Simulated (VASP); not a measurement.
A run of VASP 6.6.1 is set up as follows.

The input INCAR:

```
PREC = Accurate
ENCUT = 520
EDIFF = 1E-6
ISMEAR = 0
SIGMA = 0.1
LREAL = False
LASPH = True
NELM = 80
ALGO = Normal
ISIF = 2
LWAVE = False
LCHARG = False
GGA = PE
NBANDS = 16
```

The input KPOINTS:

```
Automatic mesh
0
Gamma
  18 18 8
```

File POSCAR:

```
TaSi2
1.0
    2.9514285065      0.0000000000      0.0000000000
   -1.4757142532      2.5560120641      0.0000000000
    0.0000000000      0.0000000000      6.1679856382
Ta Si
1 2
Direct
    0.0000000000      0.0000000000      0.0000000000
    0.3333333333      0.6666666667      0.3405343859
    0.6666666667      0.3333333333      0.6594656141
```

Potentials or basis: VASP PAW PBE potentials, release 64 (Ta_pv, Si).

Launch:

```console
$ cat potpaw_PBE.64/Ta_pv/POTCAR potpaw_PBE.64/Si/POTCAR > POTCAR
$ mpirun -np 1 vasp_std > vasp.out
```

Problem. What does it give for the pressure?

Solution. 0.1 GPa.

Problem. What does it give for the largest force?

Solution. 0.013 eV/Å.

Forces in eV/Å, atoms in the order of the input:
```
Ta   0.000  0.000  0.000
Si   0.000  0.000  0.013
Si   0.000  0.000 -0.013
```
